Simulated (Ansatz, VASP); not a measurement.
Two plane-wave programs on C

```
C
1.0
     0.00000    1.64965    1.78340
     1.64965    0.00000    1.78340
     1.64965    1.64965    0.00000
C
2
Direct
  0.50000 0.50000 0.50000
  0.75000 0.75000 0.75000
```

Alike in both runs: task single point; functional LDA; k mesh 12 × 12 × 12; occupations gaussian, width 0.05 eV; no spin polarisation.

|  | VASP | Ansatz |
| --- | --- | --- |
| version | VASP 6.6.1 | Ansatz 0.2.0 |
| potentials or method | VASP PAW LDA potentials, release 64 (C), cutoff 520 eV | scalar-relativistic, plane waves, PAW |
| valence electrons in the cell | 8 | 8 |

```tsv
	VASP	Ansatz	Ansatz less VASP
gap on the k mesh at the Fermi level (eV)	3.44	3.45	+0.013
```

LDA's correlation is that of Perdew and Zunger in VASP and of Perdew and Wang (1992) in Ansatz.
